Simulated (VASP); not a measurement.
# TaN (P6_3mc) in VASP: a series of runs

Runs on TaN. Level: PBE. Tasks: single point.

Everything below comes from runs of VASP 6.6.1. Logs are shortened: lines on timing, memory, paths and dates and some standing lists are left out, and cuts for length are marked.

## 1. The cell of the first run

The structure is hexagonal, space group P6_3mc (No. 186). Conventional cell: a = 3.050 Å, b = 3.050 Å, c = 5.088 Å, α = 90.00°, β = 90.00°, γ = 120.00°. Within 2.5 Å of Ta (site symmetry 3m) lie 4 N at 1.86 to 1.96 Å. Within 2.5 Å of N (site symmetry 3m) lie 4 Ta at 1.86 to 1.96 Å.

## 2. Single point, PBE (strain +0.0300 x Voigt [0, 0, 1, 0, 0, 0])

Contents of INCAR:

```
PREC = Accurate
ENCUT = 520
EDIFF = 1E-6
ISMEAR = 0
SIGMA = 0.15
LREAL = False
LASPH = True
NELM = 60
ALGO = Normal
ISIF = 2
LWAVE = False
LCHARG = True
GGA = PE
LELF = True
LVHAR = True
NBANDS = 24
```

Contents of KPOINTS:

```
regular mesh
0
Gamma
  18 18 10
```

Contents of POSCAR:

```
TaN
1.0
    3.0500010905      0.0000000000      0.0000000000
   -1.5250005453      2.6413784260      0.0000000000
    0.0000000000      0.0000000000      5.0882000000
Ta N
2 2
Direct
    0.3333333333      0.6666666667      0.0000000000
    0.6666666667      0.3333333333      0.5000000000
    0.3333333333      0.6666666667      0.3850000000
    0.6666666667      0.3333333333      0.8850000000
```

Potentials or basis: VASP PAW PBE potentials, release 64 (Ta_pv, N).

Command:

```console
> cat potpaw_PBE.64/Ta_pv/POTCAR potpaw_PBE.64/N/POTCAR > POTCAR
> mpirun -np 1 vasp_std > vasp.out
```

OUTCAR:

```text
PREC = Accurate
   ENCUT = 520
   EDIFF = 1E-6
   ISMEAR = 0
   LREAL = False
   LASPH = True
   NELM = 60
   ISIF = 2
   GGA = PE

 ion  position               nearest neighbor table
   1  0.333  0.667  0.000-   4 1.86   4 1.86   4 1.86   3 1.96   2 3.09   2 3.09   2 3.09   2 3.09
                             2 3.09   2 3.09
   2  0.667  0.333  0.500-   3 1.86   3 1.86   3 1.86   4 1.96   1 3.09   1 3.09   1 3.09   1 3.09
                             1 3.09   1 3.09
   3  0.333  0.667  0.385-   2 1.86   2 1.86   2 1.86   1 1.96
   4  0.667  0.333  0.885-   1 1.86   1 1.86   1 1.86   2 1.96

  LATTYP: Found a hexagonal cell.
 ALAT       =     3.0500010905
 C/A-ratio  =     1.6682616986

  Lattice vectors:

 A1 = (   3.0500010905,   0.0000000000,   0.0000000000)
 A2 = (  -1.5250005453,   2.6413784260,   0.0000000000)
 A3 = (   0.0000000000,   0.0000000000,   5.0882000000)

Analysis of symmetry for initial positions (statically):
=====================================================================
 Subroutine PRICEL returns:
 Original cell was already a primitive cell.

 Routine SETGRP: Setting up the symmetry group for a
 hexagonal supercell.

 Subroutine GETGRP returns: Found 12 space group operations
 (whereof  6 operations were pure point group operations)
 out of a pool of 24 trial point group operations.

The static configuration has the point symmetry C_3v.
 The point group associated with its full space group is C_6v.

Analysis of symmetry for dynamics (positions and initial velocities):
=====================================================================
 Subroutine PRICEL returns:
 Original cell was already a primitive cell.

 Routine SETGRP: Setting up the symmetry group for a
 hexagonal supercell.

 Subroutine GETGRP returns: Found 12 space group operations
 (whereof  6 operations were pure point group operations)
 out of a pool of 24 trial point group operations.

The dynamic configuration has the point symmetry C_3v.
 The point group associated with its full space group is C_6v.

 Subroutine INISYM returns: Found 12 space group operations
 (whereof  6 operations are pure point group operations),
 and found     1 'primitive' translations

----------------------------------------------------------------------------------------

                                     Primitive cell

  volume of cell :      40.9916

  direct lattice vectors                    reciprocal lattice vectors
     3.050001090  0.000000000  0.000000000     0.327868735  0.189295103  0.000000000
    -1.525000545  2.641378426  0.000000000     0.000000000  0.378590205  0.000000000
     0.000000000  0.000000000  5.088200000     0.000000000  0.000000000  0.196533155

  length of vectors
     3.050001090  3.050001091  5.088200000     0.378590205  0.378590205  0.196533155

  position of ions in fractional coordinates (direct lattice)
     0.333333333  0.666666667  0.000000000
     0.666666667  0.333333333  0.500000000
     0.333333333  0.666666667  0.385000000
     0.666666667  0.333333333  0.885000000

  ion indices of the primitive-cell ions
   primitive index   ion index
                 1           1
                 2           2
                 3           3
                 4           4

----------------------------------------------------------------------------------------

 KPOINTS: regular mesh

Automatic generation of k-mesh.
 Grid dimensions read from file:
 generate k-points for:   18   18   10

 Generating k-lattice:

  Cartesian coordinates                     Fractional coordinates (reciprocal lattice)
     0.018214930  0.010516395  0.000000000     0.055555556  0.000000000  0.000000000
     0.000000000  0.021032789  0.000000000     0.000000000  0.055555556  0.000000000
     0.000000000  0.000000000  0.019653316     0.000000000  0.000000000  0.100000000

  Length of vectors
     0.021032789  0.021032789  0.019653316

  Shift w.r.t. Gamma in fractional coordinates (k-lattice)
     0.000000000  0.000000000  0.000000000

 Subroutine IBZKPT returns following result:
 ===========================================

 Found    222 irreducible k-points:

 Following reciprocal coordinates:
            Coordinates               Weight
  0.000000  0.000000  0.000000      1.000000
  0.055556 -0.000000  0.000000      6.000000
  0.111111 -0.000000  0.000000      6.000000
  0.166667 -0.000000  0.000000      6.000000
  0.222222 -0.000000  0.000000      6.000000
  0.277778  0.000000  0.000000      6.000000
[... 16 lines left out ...]
  0.333333  0.111111  0.000000     12.000000
  0.388889  0.111111  0.000000     12.000000
 [... further k-points ...]
   k-points           NKPTS =    222   k-points in BZ     NKDIM =    222   number of bands    NBANDS=     24
   number of dos      NEDOS =    301   number of ions     NIONS =      4
   total plane-waves  NPLWV =  23040
   dimension x,y,z NGX =    24 NGY =   24 NGZ =   40
   dimension x,y,z NGXF=    48 NGYF=   48 NGZF=   80
   ions per type =               2   2
   NGX,Y,Z   is equivalent  to a cutoff of  13.08, 13.08, 13.07 a.u.
   NGXF,Y,Z  is equivalent  to a cutoff of  26.16, 26.16, 26.14 a.u.
 SYSTEM =  unknown system
   PREC   = accura    normal or accurate (medium, high low for compatibility)
   ISTART =      0    job   : 0-new  1-cont  2-samecut
   ICHARG =      2    charge: 1-file 2-atom 10-const
   ISPIN  =      1    spin polarized calculation?
   LNONCOLLINEAR =      F non collinear calculations
   LSORBIT =      F    spin-orbit coupling
   LASPH  =      T    aspherical Exc in radial PAW
   ENCUT  =  520.0 eV  38.22 Ry    6.18 a.u.   5.67  5.67  9.46*2*pi/ulx,y,z
   NELM   =     60;   NELMIN=  2; NELMDL= -5     # of ELM steps
   EDIFF  = 0.1E-05   stopping-criterion for ELM
   LREAL  =      F    real-space projection
   EDIFFG = 0.1E-04   stopping-criterion for IOM
   NSW    =      0    number of steps for IOM
   IBRION =     -1    ionic relax: 0-MD 1-quasi-New 2-CG
   NFREE  =      0    steps in history (QN), initial steepest desc. (CG)
   ISIF   =      2    stress and relaxation
   ISYM   =      2    0-nonsym 1-usesym 2-fastsym
   POTIM  = 0.5000    time-step for ionic-motion
   TEBEG  =    0.0;   TEEND  =   0.0 temperature during run
   PSTRESS=    0.0 pullay stress
   NELECT =      32.0000    total number of electrons
   NUPDOWN=      -1.0000    fix difference up-down
   EMIN   =  10.00;   EMAX   =-10.00  energy-range for DOS
   EFERMI =   0.00;   METHOD = LEGACY
   ISMEAR =     0;   SIGMA  =   0.15  broadening in eV -4-tet -1-fermi 0-gaus
   EFERMI_NEDOS =   21; number of points for ismear=-14 and -15
   IALGO  =     38    algorithm
   IMIX   =      4    mixing-type and parameters
     AMIX     =   0.40;   BMIX     =  1.00
     AMIX_MAG =   1.60;   BMIX_MAG =  1.00
  volume/ion in A,a.u.               =      10.25        69.16
  Fermi-wavevector in a.u.,A,eV,Ry     =   1.507393  2.848560 30.915625  2.272234
  Thomas-Fermi vector in A             =   2.617985
   LORBIT       =      0    0 simple, 1 ext, 2 COOP (PROOUT), +10 PAW based schemes
   GGA     = PE    functional components
   LHFCALC =     F    Hartree Fock is set to
   AEXX    =    0.0000 exact exchange contribution
   IVDW    =     0    specifies the selected vdW correction
   LEPSILON=     F    determine dielectric tensor
   LRPA    =     F    only Hartree local field effects (RPA)
 non-spin polarized calculation
 Gauss-broadening in eV      SIGMA  =   0.15
  energy-cutoff  :      520.00
  volume of cell :       40.99
 maximum number of plane-waves:      1120
 NGX is ok and might be reduce to    24
   NGX = 11   NGY = 11   NGZ = 19

 number of electron      32.0000003 magnetization

 Free energy of the ion-electron system (eV)
  ---------------------------------------------------
  ext. energy  EPLUGINS =         0.00000000
  ---------------------------------------------------
  free energy    TOTEN  =       -38.49211532 eV

  energy without entropy =      -38.47497197  energy(sigma->0) =      -38.48354364

 E-fermi :   9.4277     XC(G=0): -13.3789

 val. band max:        9.4060188716   @ k =   0.0556  -0.0000   0.3000
 cond. band min:       9.4285087877   @ k =   0.3333  -0.0000   0.0000
 fundamental gap:      0.0224899161
 Fermi energy:         9.4276970642

 k-point     1 :       0.0000    0.0000    0.0000
  band No.  band energies     occupation
      1     -26.5221      2.00000
      2     -25.5774      2.00000
      3     -25.5774      2.00000
      4     -25.4299      2.00000
      5     -25.4299      2.00000
      6     -25.3810      2.00000
[... 16 lines left out ...]
     23      15.9302      0.00000
     24      15.9302      0.00000

 k-point     2 :       0.0556   -0.0000    0.0000
  band No.  band energies     occupation
      1     -26.5122      2.00000
      2     -25.6095      2.00000
      3     -25.5862      2.00000
      4     -25.4665      2.00000
      5     -25.4355      2.00000
      6     -25.3842      2.00000
[... 16 lines left out ...]
     23      15.9445      0.00000
     24      16.0167      0.00000

 k-point     3 :       0.1111   -0.0000    0.0000
  band No.  band energies     occupation
      1     -26.4835      2.00000
      2     -25.7005      2.00000
      3     -25.6116      2.00000
      4     -25.5689      2.00000
      5     -25.4517      2.00000
      6     -25.3950      2.00000
[... 16 lines left out ...]
     23      15.9850      0.00000
     24      16.4331      0.00000
[... 514 lines left out ...]
 k-point    23 :       0.3333    0.1111    0.0000
  band No.  band energies     occupation
      1     -26.5176      2.00000
      2     -26.3800      2.00000
      3     -26.0342      2.00000
      4     -25.8826      2.00000
      5     -25.6678      2.00000
      6     -25.5790      2.00000
[... 16 lines left out ...]
     23      15.8427      0.00000
     24      17.1705      0.00000

 k-point    24 :       0.3889    0.1111    0.0000
  band No.  band energies     occupation
      1     -26.5851      2.00000
      2     -26.4451      2.00000
      3     -25.9910      2.00000
      4     -25.9044      2.00000
      5     -25.6895      2.00000
      6     -25.6210      2.00000
[... 16 lines left out ...]
     23      15.4634      0.00000
     24      16.6880      0.00000

 [... further k-points ...]

------------------------ aborting loop because EDIFF is reached ----------------------------------------

  FORCE on cell =-STRESS in cart. coord.  units (eV):
  Direction    XX          YY          ZZ          XY          YZ          ZX
  --------------------------------------------------------------------------------------
  -------------------------------------------------------------------------------------
  Total       34.2536524     34.2536524     24.7575402     -0.0000000      0.0000000      0.0000000
  in kB     1338.8214860   1338.8214860    967.6610936     -0.0000000      0.0000000      0.0000000
  external PRESSURE =    1215.1013552 kB  Pullay stress =       0.0000000 kB

 VOLUME and BASIS-vectors are now :
 -----------------------------------------------------------------------------
  energy-cutoff  :      520.00
  volume of cell :       40.99
      direct lattice vectors                 reciprocal lattice vectors
     3.050001090  0.000000000  0.000000000     0.327868735  0.189295103  0.000000000
    -1.525000545  2.641378426  0.000000000     0.000000000  0.378590205  0.000000000
     0.000000000  0.000000000  5.088200000     0.000000000  0.000000000  0.196533155

 POSITION                                       TOTAL-FORCE (eV/Angst)
 -----------------------------------------------------------------------------------
     -0.00000      1.76092      0.00000        -0.000000     -0.000000      3.643631
      1.52500      0.88046      2.54410         0.000000      0.000000      3.643631
     -0.00000      1.76092      1.95896        -0.000000      0.000000     -3.643631
      1.52500      0.88046      4.50306         0.000000     -0.000000     -3.643631
 -----------------------------------------------------------------------------------
    total drift:                                0.000000      0.000000      0.002639

  FREE ENERGIE OF THE ION-ELECTRON SYSTEM (eV)
  ---------------------------------------------------
  free  energy   TOTEN  =       -38.4921153162 eV

  energy  without entropy=      -38.4749719671  energy(sigma->0) =      -38.48354364
```

Wall time 1.9 min (1 thread of Intel Xeon 6975P-C, shared host); peak memory 0.3 GiB.

Results:

```
Free energy            : -38.4921 eV
Pressure               : 121.5 GPa
Largest force          : 3.644 eV/Å
Band gap on the k mesh : zero (band 16 reaches 10.64 eV, above the bottom of band 17 at 7.83 eV)
```

Forces in eV/Å, atoms in the order of the input:
```
Ta   0.000  0.000  3.644
Ta   0.000  0.000  3.644
N    0.000  0.000 -3.644
N    0.000  0.000 -3.644
```

Caveat: the cell differs from its parent crystal (strain +0.0300 x Voigt [0, 0, 1, 0, 0, 0]); spin-orbit coupling is left out, which moves the levels of the heavy elements; forces of over 1 eV/Å act on the atoms, so gaps and moduli don't describe the material at rest.

## 3. Single point, PBE (strain +0.0400 x Voigt [0, 0, 1, 0, 0, 0])

Contents of INCAR:

```
PREC = Accurate
ENCUT = 520
EDIFF = 1E-6
ISMEAR = 0
SIGMA = 0.15
LREAL = F
LASPH = T
NELM = 100
ALGO = Normal
ISIF = 2
LWAVE = F
LCHARG = F
GGA = PE
NBANDS = 24
```

KPOINTS is that of step 2.

Changes to POSCAR since step 2:

```diff
@@ -4,3 +4,3 @@
    -1.5250005453      2.6413784260      0.0000000000
-    0.0000000000      0.0000000000      5.0882000000
+    0.0000000000      0.0000000000      5.1376000000
 Ta N
```

Potentials or basis: VASP PAW PBE potentials, release 64 (Ta_pv, N).

Command:

```console
> cat potpaw_PBE.64/Ta_pv/POTCAR potpaw_PBE.64/N/POTCAR > POTCAR
> mpirun -np 1 vasp_std > vasp.out
```

OUTCAR:

```text
PREC = Accurate
   ENCUT = 520
   EDIFF = 1E-6
   ISMEAR = 0
   LREAL = F
   LASPH = T
   NELM = 100
   ISIF = 2
   GGA = PE

 ion  position               nearest neighbor table
   1  0.333  0.667  0.000-   4 1.86   4 1.86   4 1.86   3 1.98   2 3.11   2 3.11   2 3.11   2 3.11
                             2 3.11   2 3.11
   2  0.667  0.333  0.500-   3 1.86   3 1.86   3 1.86   4 1.98   1 3.11   1 3.11   1 3.11   1 3.11
                             1 3.11   1 3.11
   3  0.333  0.667  0.385-   2 1.86   2 1.86   2 1.86   1 1.98
   4  0.667  0.333  0.885-   1 1.86   1 1.86   1 1.86   2 1.98

  LATTYP: Found a hexagonal cell.
 ALAT       =     3.0500010905
 C/A-ratio  =     1.6844584141

  Lattice vectors:

 A1 = (   3.0500010905,   0.0000000000,   0.0000000000)
 A2 = (  -1.5250005453,   2.6413784260,   0.0000000000)
 A3 = (   0.0000000000,   0.0000000000,   5.1376000000)

Analysis of symmetry for initial positions (statically):
=====================================================================
 Subroutine PRICEL returns:
 Original cell was already a primitive cell.

 Routine SETGRP: Setting up the symmetry group for a
 hexagonal supercell.

[... 172 lines left out ...]

 E-fermi :   9.3115     XC(G=0): -13.3251

 val. band max:        9.3075549405   @ k =   0.1667   0.0000   0.3000
 cond. band min:       9.3335483524   @ k =   0.2222  -0.0000   0.3000
 fundamental gap:      0.0259934119
 Fermi energy:         9.3114702470

 k-point     1 :       0.0000    0.0000    0.0000
  band No.  band energies     occupation
      1     -26.5923      2.00000
      2     -25.6950      2.00000
      3     -25.6950      2.00000
      4     -25.5599      2.00000
      5     -25.5599      2.00000
      6     -25.5163      2.00000
[... 637 lines left out ...]
     23      15.2115      0.00000
     24      16.5502      0.00000

 [... further k-points ...]

------------------------ aborting loop because EDIFF is reached ----------------------------------------

  FORCE on cell =-STRESS in cart. coord.  units (eV):
  Direction    XX          YY          ZZ          XY          YZ          ZX
  --------------------------------------------------------------------------------------
  -------------------------------------------------------------------------------------
  Total       33.3813807     33.3813807     23.0365898     -0.0000000      0.0000000      0.0000000
  in kB     1292.1828402   1292.1828403    891.7392070     -0.0000000      0.0000000      0.0000000
  external PRESSURE =    1158.7016292 kB  Pullay stress =       0.0000000 kB

 VOLUME and BASIS-vectors are now :
 -----------------------------------------------------------------------------
  energy-cutoff  :      520.00
  volume of cell :       41.39
      direct lattice vectors                 reciprocal lattice vectors
     3.050001090  0.000000000  0.000000000     0.327868735  0.189295103  0.000000000
    -1.525000545  2.641378426  0.000000000     0.000000000  0.378590205  0.000000000
     0.000000000  0.000000000  5.137600000     0.000000000  0.000000000  0.194643413

 POSITION                                       TOTAL-FORCE (eV/Angst)
 -----------------------------------------------------------------------------------
     -0.00000      1.76092      0.00000         0.000000      0.000000      3.983387
      1.52500      0.88046      2.56880         0.000000     -0.000000      3.983387
     -0.00000      1.76092      1.97798         0.000000     -0.000000     -3.983387
      1.52500      0.88046      4.54678        -0.000000      0.000000     -3.983387
 -----------------------------------------------------------------------------------
    total drift:                               -0.000000      0.000000      0.001123

  FREE ENERGIE OF THE ION-ELECTRON SYSTEM (eV)
  ---------------------------------------------------
  free  energy   TOTEN  =       -38.7234369037 eV

  energy  without entropy=      -38.7064956164  energy(sigma->0) =      -38.71496626
```

stdout:

```text
POSCAR found type information on POSCAR TaN
 POSCAR found :  2 types and       4 ions
 scaLAPACK will be used
 LDA part: xc-table for (Slater+PW92), standard interpolation
 POSCAR, INCAR and KPOINTS ok, starting setup
 FFT: planning ... GRIDC
 FFT: planning ... GRID_SOFT
 FFT: planning ... GRID
 WAVECAR not read
 entering main loop
```

It took 2 min on 1 thread of Intel Xeon 6975P-C, shared host; peak memory 0.3 GiB.

Results:

| Quantity | Value |
| --- | --- |
| Free energy | -38.7234 eV |
| Pressure | 115.9 GPa |
| Largest force | 3.983 eV/Å |
| Band gap on the k mesh | zero (band 16 reaches 10.53 eV, above the bottom of band 17 at 7.74 eV) |

Forces on the atoms (eV/Å):
```
Ta   0.000  0.000  3.983
Ta   0.000  0.000  3.983
N    0.000  0.000 -3.983
N    0.000  0.000 -3.983
```

Stress tensor (GPa, compression positive):
```
129.22   0.00   0.00
  0.00 129.22   0.00
  0.00   0.00  89.17
```

Caveat: the cell differs from its parent crystal (strain +0.0400 x Voigt [0, 0, 1, 0, 0, 0]); spin-orbit coupling is left out, which moves the levels of the heavy elements; forces of over 1 eV/Å act on the atoms, so gaps and moduli don't describe the material at rest.
